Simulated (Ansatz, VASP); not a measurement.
**One calculation of Tl, two programs**

File POSCAR:

```
Tl
1.0
   -1.8439500000      1.8439500000      1.9410000000
    1.8439500000     -1.8439500000      1.9410000000
    1.8439500000      1.8439500000     -1.9410000000
Tl
1
Direct
    0.0000000000      0.0000000000      0.0000000000
```

File INCAR.step1:

```
SYSTEM = Tl
  ALGO = Normal
  EDIFF = 1E-4
  ENCUT = 520
  GGA = PE
  ISMEAR = 0
  LASPH = .TRUE.
  LCHARG = .FALSE.
  LREAL = .FALSE.
  LWAVE = .TRUE.
  NBANDS = 12
  NELM = 100
  PREC = Accurate
  SIGMA = 0.15
```

File INCAR.step2:

```
SYSTEM = Tl
  ALGO = Normal
  EDIFF = 1E-6
  ENCUT = 520
  ISIF = 2
  ISMEAR = 0
  ISTART = 1
  LASPH = .TRUE.
  LCHARG = .TRUE.
  LELF = .TRUE.
  LMIXTAU = .TRUE.
  LREAL = .FALSE.
  LVHAR = .TRUE.
  LWAVE = .FALSE.
  METAGGA = R2SCAN
  NBANDS = 12
  NELM = 100
  PREC = Accurate
  SIGMA = 0.15
```

KPOINTS

```
k-points
0
G
  18 18 18
  0 0 0
```

Input for Ansatz:

```yaml
crystal:
  lattice:
    - [-1.84395, 1.84395, 1.941]
    - [1.84395, -1.84395, 1.941]
    - [1.84395, 1.84395, -1.941]
  atoms:
    - { symbol: Tl, position: [0.0, 0.0, 0.0] }
basis:
  ecutwfc: 500
kpoints:
  mp_grid: { grid: [18, 18, 18] }
hamiltonian:
  xc: r2scan
scf:
  occupations: { method: gaussian, width: 0.15 }
output:
  forces: true
  stress: true
  eigenvalues: true
```

Change from the starting cell: strain -0.0500 x Voigt [1, 1, 0, 0, 0, 0], atoms carried along.

Alike in both runs: task single point; functional r2SCAN; k mesh 18 × 18 × 18; occupations gaussian, width 0.15 eV; no spin polarisation.

|  | VASP | Ansatz |
| --- | --- | --- |
| version | VASP 6.6.1 | Ansatz 0.2.0 |
| potentials or method | VASP PAW PBE potentials, release 64 (Tl_d), cutoff 520 eV | scalar-relativistic, plane waves, PAW |
| valence electrons in the cell | 13 | 13 |

Ansatz gave:

```
gap on the k mesh at the Fermi level (eV)                     : none
pressure (GPa)                                                : 5.9
traceless stress, the component that is largest in VASP (GPa) : -0.55
```

Question: What did VASP give for the same quantities?

Answer: gap on the k mesh at the Fermi level (eV): none; pressure (GPa): 5.8; traceless stress, the component that is largest in VASP (GPa): -0.55.

VASP's potentials were made for PBE, not for r2SCAN. A gap of «none» marks a metal or a gap that the smearing closes.

Spin-orbit coupling is off throughout.
